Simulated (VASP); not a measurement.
Write the native input for VASP 6.6.1 that does the following.

| Item | Value |
| --- | --- |
| Task | single point |
| Functional | LDA |
| Potentials or basis | VASP PAW LDA potentials, release 64 (B, N) |
| Cutoff | 520 eV |
| k mesh | 12 × 12 × 12 |
| Occupations | gaussian, width 0.01 eV |
| Spin | no spin polarisation |
| Dipole correction | no |
| Further INCAR settings | ALGO = Normal; EDIFF = 1e-07; NBANDS = 11 |

The structure of BN (Qingsongite) lies in POSCAR:

```
BN
1.0
    0.0000000000      1.8048245570      1.8048245570
    1.8048245570      0.0000000000      1.8048245570
    1.8048245570      1.8048245570      0.0000000000
B N
1 1
Direct
    0.0000000000      0.0000000000      0.0000000000
    0.2500000000      0.2500000000      0.2500000000
```

One way to write it, as run:

INCAR

```
SYSTEM = BN
ALGO = Normal
EDIFF = 1E-7
ENCUT = 520
GGA = CA
ISIF = 2
ISMEAR = 0
LASPH = .TRUE.
LCHARG = .FALSE.
LREAL = .FALSE.
LWAVE = .FALSE.
NBANDS = 11
NELM = 60
PREC = Accurate
SIGMA = 0.01
```

KPOINTS

```
k-points
0
G
  12 12 12
  0 0 0
```

Potentials or basis: VASP PAW LDA potentials, release 64 (B, N).

Run with:

```sh
$ cat potpaw_LDA.64/B/POTCAR potpaw_LDA.64/N/POTCAR > POTCAR
$ mpirun -np 1 vasp_std > vasp.out
```

It gave:

```yaml
Pressure: -8.5 GPa
Band_gap_on_the_k_mesh: 4.35 eV, indirect (least direct gap 8.70 eV)
```

It took 10 s on 1 thread of AMD EPYC 7R13 Processor (Zen 3), with other jobs on the host, peak memory 0.08 GiB.
